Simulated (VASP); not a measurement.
# Li2Se (Fm-3m) in VASP: further runs

Aim: see how the results for Li2Se move with the level of theory and the settings. Levels: PBE-based screened hybrid with 5 % exact exchange, PBE-based screened hybrid with 35 % exact exchange, HSE06. Tasks: single point.

Everything below comes from runs of VASP 6.6.1. Logs are shortened: lines on timing, memory, paths and dates and some standing lists are left out, and cuts for length are marked.

## 1. The cell of the first run

Symmetry: Fm-3m, No. 225, cubic system. The conventional cell has a = 5.987 Å, b = 5.987 Å, c = 5.987 Å, α = 90.00°, β = 90.00°, γ = 90.00°. Within 3.4 Å of Li (site symmetry -43m) lie 4 Se at 2.59 Å and 6 Li at 2.99 Å. Within 3.4 Å of Se (site symmetry m-3m) lie 8 Li at 2.59 Å.

## 2. Single point, PBE-based screened hybrid with 5 % exact exchange

POSCAR

```
Li2Se
1.0
    0.0000000000      2.9934588658      2.9934588658
    2.9934588658      0.0000000000      2.9934588658
    2.9934588658      2.9934588658      0.0000000000
Li Se
2 1
Direct
    0.2500000000      0.2500000000      0.2500000000
    0.7500000000      0.7500000000      0.7500000000
    0.0000000000      0.0000000000      0.0000000000
```

INCAR.step1

```
SYSTEM = Li2Se
PREC = Accurate
ENCUT = 650
EDIFF = 1E-5
ISMEAR = 0
SIGMA = 0.01
LREAL = .False.
LASPH = .True.
NELM = 120
ALGO = Normal
ISIF = 2
LWAVE = .True.
LCHARG = .False.
GGA = PE
NBANDS = 13
GGA_COMPAT = .False.
```

INCAR.step2

```
SYSTEM = Li2Se
PREC = Accurate
ENCUT = 650
EDIFF = 1E-6
ISMEAR = 0
SIGMA = 0.01
LREAL = .False.
LASPH = .True.
NELM = 120
ALGO = Normal
ISIF = 2
LWAVE = .False.
LCHARG = .False.
GGA = PE
LHFCALC = .True.
AEXX = 0.05
HFSCREEN = 0.1
PRECFOCK = Normal
ISTART = 1
NBANDS = 13
GGA_COMPAT = .False.
```

KPOINTS

```
regular mesh
0
Gamma
  4 4 4
  0 0 0
```

Potentials or basis: VASP PAW PBE potentials, release 64 (Li_sv, Se).

On the command line:

```console
$ cat potpaw_PBE.64/Li_sv/POTCAR potpaw_PBE.64/Se/POTCAR > POTCAR
$ cp INCAR.step1 INCAR
$ mpirun -np 1 vasp_std > vasp.out
$ cp INCAR.step2 INCAR
$ mpirun -np 1 vasp_std > vasp.out
```

OUTCAR:

```text
SYSTEM = Li2Se
   PREC = Accurate
   ENCUT = 650
   EDIFF = 1E-6
   ISMEAR = 0
   LREAL = .False.
   LASPH = .True.
   NELM = 120
   ISIF = 2
   GGA = PE
   LHFCALC = .True.
   AEXX = 0.05
   HFSCREEN = 0.1
   PRECFOCK = Normal
   ISTART = 1

 ion  position               nearest neighbor table
   1  0.250  0.250  0.250-   3 2.59   3 2.59   3 2.59   3 2.59
   2  0.750  0.750  0.750-   3 2.59   3 2.59   3 2.59   3 2.59
   3  0.000  0.000  0.000-   2 2.59   2 2.59   2 2.59   1 2.59   1 2.59   1 2.59   2 2.59   1 2.59

  LATTYP: Found a face centered cubic cell.
 ALAT       =     5.9869177316

  Lattice vectors:

 A1 = (   0.0000000000,   2.9934588658,   2.9934588658)
 A2 = (   2.9934588658,   0.0000000000,   2.9934588658)
 A3 = (   2.9934588658,   2.9934588658,   0.0000000000)

Analysis of symmetry for initial positions (statically):
=====================================================================
 Subroutine PRICEL returns:
 Original cell was already a primitive cell.

 Routine SETGRP: Setting up the symmetry group for a
 face centered cubic supercell.

 Subroutine GETGRP returns: Found 48 space group operations
 (whereof 48 operations were pure point group operations)
 out of a pool of 48 trial point group operations.

The static configuration has the point symmetry O_h .

Analysis of symmetry for dynamics (positions and initial velocities):
=====================================================================
 Subroutine PRICEL returns:
 Original cell was already a primitive cell.

 Routine SETGRP: Setting up the symmetry group for a
 face centered cubic supercell.

 Subroutine GETGRP returns: Found 48 space group operations
 (whereof 48 operations were pure point group operations)
 out of a pool of 48 trial point group operations.

The dynamic configuration has the point symmetry O_h .

 Subroutine INISYM returns: Found 48 space group operations
 (whereof 48 operations are pure point group operations),
 and found     1 'primitive' translations

----------------------------------------------------------------------------------------

                                     Primitive cell

  volume of cell :      53.6475

  direct lattice vectors                    reciprocal lattice vectors
     0.000000000  2.993458866  2.993458866    -0.167030857  0.167030857  0.167030857
     2.993458866  0.000000000  2.993458866     0.167030857 -0.167030857  0.167030857
     2.993458866  2.993458866  0.000000000     0.167030857  0.167030857 -0.167030857

  length of vectors
     4.233390126  4.233390126  4.233390126     0.289305931  0.289305931  0.289305931

  position of ions in fractional coordinates (direct lattice)
     0.250000000  0.250000000  0.250000000
     0.750000000  0.750000000  0.750000000
     0.000000000  0.000000000  0.000000000

  ion indices of the primitive-cell ions
   primitive index   ion index
                 1           1
                 2           2
                 3           3

----------------------------------------------------------------------------------------

 KPOINTS: regular mesh

Automatic generation of k-mesh.
 Grid dimensions read from file:
 generate k-points for:    4    4    4

 Generating k-lattice:

  Cartesian coordinates                     Fractional coordinates (reciprocal lattice)
    -0.041757714  0.041757714  0.041757714     0.250000000  0.000000000  0.000000000
     0.041757714 -0.041757714  0.041757714     0.000000000  0.250000000  0.000000000
     0.041757714  0.041757714 -0.041757714     0.000000000  0.000000000  0.250000000

  Length of vectors
     0.072326483  0.072326483  0.072326483

  Shift w.r.t. Gamma in fractional coordinates (k-lattice)
     0.000000000  0.000000000  0.000000000

 Subroutine IBZKPT returns following result:
 ===========================================

 Found      8 irreducible k-points:

 Following reciprocal coordinates:
            Coordinates               Weight
  0.000000  0.000000  0.000000      1.000000
  0.250000  0.000000  0.000000      8.000000
  0.500000  0.000000  0.000000      4.000000
  0.250000  0.250000  0.000000      6.000000
  0.500000  0.250000  0.000000     24.000000
 -0.250000  0.250000  0.000000     12.000000
  0.500000  0.500000  0.000000      3.000000
 -0.250000  0.500000  0.250000      6.000000
   k-points           NKPTS =      8   k-points in BZ     NKDIM =     64   number of bands    NBANDS=     13
   number of dos      NEDOS =    301   number of ions     NIONS =      3
   total plane-waves  NPLWV =  46656
   dimension x,y,z NGX =    36 NGY =   36 NGZ =   36
   dimension x,y,z NGXF=    72 NGYF=   72 NGZF=   72
   ions per type =               2   1
   NGX,Y,Z   is equivalent  to a cutoff of  14.14, 14.14, 14.14 a.u.
   NGXF,Y,Z  is equivalent  to a cutoff of  28.27, 28.27, 28.27 a.u.
 SYSTEM =  Li2Se
   PREC   = accura    normal or accurate (medium, high low for compatibility)
   ISTART =      1    job   : 0-new  1-cont  2-samecut
   ICHARG =      0    charge: 1-file 2-atom 10-const
   ISPIN  =      1    spin polarized calculation?
   LNONCOLLINEAR =      F non collinear calculations
   LSORBIT =      F    spin-orbit coupling
   LASPH  =      T    aspherical Exc in radial PAW
   ENCUT  =  650.0 eV  47.77 Ry    6.91 a.u.   8.80  8.80  8.80*2*pi/ulx,y,z
   NELM   =    120;   NELMIN=  2; NELMDL=  0     # of ELM steps
   EDIFF  = 0.1E-05   stopping-criterion for ELM
   LREAL  =      F    real-space projection
   EDIFFG = 0.1E-04   stopping-criterion for IOM
   NSW    =      0    number of steps for IOM
   IBRION =     -1    ionic relax: 0-MD 1-quasi-New 2-CG
   NFREE  =      0    steps in history (QN), initial steepest desc. (CG)
   ISIF   =      2    stress and relaxation
   ISYM   =      3    0-nonsym 1-usesym 2-fastsym
   POTIM  = 0.5000    time-step for ionic-motion
   TEBEG  =    0.0;   TEEND  =   0.0 temperature during run
   PSTRESS=    0.0 pullay stress
   NELECT =      12.0000    total number of electrons
   NUPDOWN=      -1.0000    fix difference up-down
   EMIN   =  10.00;   EMAX   =-10.00  energy-range for DOS
   EFERMI =   0.00;   METHOD = LEGACY
   ISMEAR =     0;   SIGMA  =   0.01  broadening in eV -4-tet -1-fermi 0-gaus
   EFERMI_NEDOS =   21; number of points for ismear=-14 and -15
   IALGO  =     38    algorithm
   IMIX   =      1    mixing-type and parameters
     AMIX     =   0.40;   BMIX     =  1.00
     AMIX_MAG =   1.60;   BMIX_MAG =  1.00
  volume/ion in A,a.u.               =      17.88       120.68
  Fermi-wavevector in a.u.,A,eV,Ry     =   0.993769  1.877950 13.436789  0.987576
  Thomas-Fermi vector in A             =   2.125673
   LORBIT       =      0    0 simple, 1 ext, 2 COOP (PROOUT), +10 PAW based schemes
   GGA     = PE    functional components
   LHFCALC =     T    Hartree Fock is set to
   PRECFOCK=normal    Normal, Fast or Accurate (Low or Medium for compatibility)
   ENCUT4O =  -1.0   cutoff for four orbital integrals eV
   NKREDX  =     1    reduce k-point grid by
   NKREDY  =     1    reduce k-point grid by
   NKREDZ  =     1    reduce k-point grid by
   AEXX    =    0.0500 exact exchange contribution
   HFSCREEN=    0.1000 screening length (either q_TF or 0.3 A-1)
   HFSCREENC=   0.1000 screening length for correlation (either q_TF or 0.3 A-1)
   ENCUTFOCK=  -1.0 apply spherical cutoff to Coloumb kernel
   IVDW    =     0    specifies the selected vdW correction
   LEPSILON=     F    determine dielectric tensor
   LRPA    =     F    only Hartree local field effects (RPA)
 non-spin polarized calculation
 Gauss-broadening in eV      SIGMA  =   0.01
  energy-cutoff  :      650.00
  volume of cell :       53.65
 maximum number of plane-waves:      2044
  NGX = 28; NGY = 28; NGZ = 28

 number of electron      11.9999994 magnetization

 Free energy of the ion-electron system (eV)
  ---------------------------------------------------
  ext. energy  EPLUGINS =         0.00000000
  ---------------------------------------------------
  free energy    TOTEN  =       -11.48762706 eV

  energy without entropy =      -11.48762706  energy(sigma->0) =      -11.48762706

 E-fermi :   1.0074     XC(G=0):  -7.9857

 val. band max:        0.8896948967   @ k =   0.0000   0.0000   0.0000
 cond. band min:       4.0841470166   @ k =   0.5000   0.5000   0.0000
 fundamental gap:      3.1944521199
 Fermi energy:         1.0074078002

 k-point     1 :       0.0000    0.0000    0.0000
  band No.  band energies     occupation
      1     -44.4412      2.00000
      2     -44.4160      2.00000
      3     -10.7461      2.00000
      4       0.8897      2.00000
      5       0.8897      2.00000
      6       0.8897      2.00000
      7       4.5651      0.00000
      8       6.7844      0.00000
      9       6.7844      0.00000
     10       6.7844      0.00000
     11      11.7993      0.00000
     12      11.7993      0.00000
     13      12.1517      0.00000

 k-point     2 :       0.2500    0.0000    0.0000
  band No.  band energies     occupation
      1     -44.4372      2.00000
      2     -44.4196      2.00000
      3     -10.5650      2.00000
      4      -0.9161      2.00000
      5       0.5913      2.00000
      6       0.5913      2.00000
      7       5.7154      0.00000
      8       7.3334      0.00000
      9       7.3334      0.00000
     10       8.0865      0.00000
     11      10.2367      0.00000
     12      10.2367      0.00000
     13      12.6212      0.00000

 k-point     3 :       0.5000    0.0000    0.0000
  band No.  band energies     occupation
      1     -44.4283      2.00000
      2     -44.4282      2.00000
      3     -10.3619      2.00000
      4      -2.1065      2.00000
      5       0.3470      2.00000
      6       0.3470      2.00000
      7       6.3066      0.00000
      8       7.1196      0.00000
      9       7.1196      0.00000
     10       9.1544      0.00000
     11      12.7684      0.00000
     12      12.7684      0.00000
     13      13.8315      0.00000

 k-point     4 :       0.2500    0.2500    0.0000
  band No.  band energies     occupation
      1     -44.4367      2.00000
      2     -44.4201      2.00000
      3     -10.5072      2.00000
      4      -0.5870      2.00000
      5       0.0340      2.00000
      6       0.0340      2.00000
      7       5.3855      0.00000
      8       7.0675      0.00000
      9       8.5712      0.00000
     10       8.5712      0.00000
     11       9.3371      0.00000
     12      12.7814      0.00000
     13      14.0548      0.00000

 k-point     5 :       0.5000    0.2500    0.0000
  band No.  band energies     occupation
      1     -44.4311      2.00000
      2     -44.4251      2.00000
      3     -10.3053      2.00000
      4      -1.6173      2.00000
      5      -0.5210      2.00000
      6      -0.1782      2.00000
      7       5.5549      0.00000
      8       8.3446      0.00000
      9       8.5763      0.00000
     10       8.9011      0.00000
     11      11.5955      0.00000
     12      12.7734      0.00000
     13      13.7119      0.00000

 k-point     6 :      -0.2500    0.2500    0.0000
  band No.  band energies     occupation
      1     -44.4323      2.00000
      2     -44.4240      2.00000
      3     -10.3703      2.00000
      4      -1.4858      2.00000
      5      -0.5839      2.00000
      6       0.3109      2.00000
      7       6.5984      0.00000
      8       7.3182      0.00000
      9       8.7574      0.00000
     10       8.8854      0.00000
     11       9.0764      0.00000
     12      12.4027      0.00000
     13      14.4110      0.00000

 k-point     7 :       0.5000    0.5000    0.0000
  band No.  band energies     occupation
      1     -44.4323      2.00000
      2     -44.4239      2.00000
      3     -10.2457      2.00000
      4      -1.4616      2.00000
      5      -0.5925      2.00000
      6      -0.5925      2.00000
      7       4.0841      0.00000
      8       7.3543      0.00000
      9      11.5923      0.00000
     10      11.5923      0.00000
     11      12.7315      0.00000
     12      13.0368      0.00000
     13      13.0368      0.00000

 k-point     8 :      -0.2500    0.5000    0.2500
  band No.  band energies     occupation
      1     -44.4279      2.00000
      2     -44.4279      2.00000
      3     -10.2381      2.00000
      4      -1.0703      2.00000
      5      -1.0703      2.00000
      6      -0.9151      2.00000
      7       6.2955      0.00000
      8       7.5862      0.00000
      9       9.2524      0.00000
     10       9.2524      0.00000
     11      12.3661      0.00000
     12      12.3661      0.00000
     13      13.2713      0.00000

------------------------ aborting loop because EDIFF is reached ----------------------------------------

  FORCE on cell =-STRESS in cart. coord.  units (eV):
  Direction    XX          YY          ZZ          XY          YZ          ZX
  --------------------------------------------------------------------------------------
  -------------------------------------------------------------------------------------
  Total        0.0348009      0.0348009      0.0348009     -0.0000000      0.0000000     -0.0000000
  in kB        1.0393241      1.0393241      1.0393241     -0.0000000      0.0000000     -0.0000000
  external PRESSURE =       1.0393241 kB  Pullay stress =       0.0000000 kB

 VOLUME and BASIS-vectors are now :
 -----------------------------------------------------------------------------
  energy-cutoff  :      650.00
  volume of cell :       53.65
      direct lattice vectors                 reciprocal lattice vectors
     0.000000000  2.993458866  2.993458866    -0.167030857  0.167030857  0.167030857
     2.993458866  0.000000000  2.993458866     0.167030857 -0.167030857  0.167030857
     2.993458866  2.993458866  0.000000000     0.167030857  0.167030857 -0.167030857

 POSITION                                       TOTAL-FORCE (eV/Angst)
 -----------------------------------------------------------------------------------
      1.49673      1.49673      1.49673         0.000000      0.000000      0.000000
      4.49019      4.49019      4.49019        -0.000000     -0.000000     -0.000000
      0.00000      0.00000      0.00000        -0.000000     -0.000000     -0.000000
 -----------------------------------------------------------------------------------
    total drift:                                0.000003      0.000001     -0.000000

  FREE ENERGIE OF THE ION-ELECTRON SYSTEM (eV)
  ---------------------------------------------------
  free  energy   TOTEN  =       -11.4876270565 eV

  energy  without entropy=      -11.4876270565  energy(sigma->0) =      -11.48762706
```

It took 92 s on 1 thread of AMD EPYC 9R45 (Zen 5), shared host; peak memory 0.29 GiB.

Results:

```
Free energy            : -11.4876 eV
Pressure               : 0.1 GPa
Band gap on the k mesh : 3.19 eV (least direct gap 3.68 eV)
```

Caveat: the k points lie up to 0.45 Å⁻¹ apart; the PAW data sets were made with another functional, which shifts forces and pressure a little. A k mesh can miss the band edges.

[end of part 1 of 2]
